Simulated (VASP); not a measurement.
Crystal: Cs5O3.

```
Cs O
1.0
     5.64993    0.00000    0.00000
     0.00000    5.64993    0.00000
     0.00000    0.00000    5.64993
Cs O
5 3
Cartesian
  2.8250 0.0000 0.0000
  0.0000 2.8250 0.0000
  0.0000 0.0000 2.8250
  2.8250 2.8250 2.8250
  0.0000 0.0000 0.0000
  0.0000 2.8250 2.8250
  2.8250 0.0000 2.8250
  2.8250 2.8250 0.0000
```

The cell was generated, and may not be a known phase.

Base run:

- Program: VASP 6.6.1
- Functional: PBE
- Potentials or basis: VASP PAW PBE potentials, release 64 (Cs_sv, O)
- Cutoff: 520 eV
- k mesh: 4 × 4 × 4
- Occupations: gaussian, width 0.1 eV
- Spin: no spin polarisation

Its results: pressure 25.3 GPa.

Q: The run is repeated on the same cell with these changes: spin from no spin polarisation to collinear spin, ferromagnetic start; further incar settings from ALGO = Normal; EDIFF = 1e-07; NBANDS = 42 to ALGO = Normal; EDIFF = 1e-07; NBANDS = 46. What comes out?

A: Pressure 25.4 GPa; net moment 0.20 μB per cell; site moments Cs -0.00, +0.03 (each value once); O +0.05 μB.

Caveats: the cell stands under pressure; an odd number of electrons without spin polarisation forces a metal (at least some runs); a magnetic or distorted state may lie lower (at least some runs).
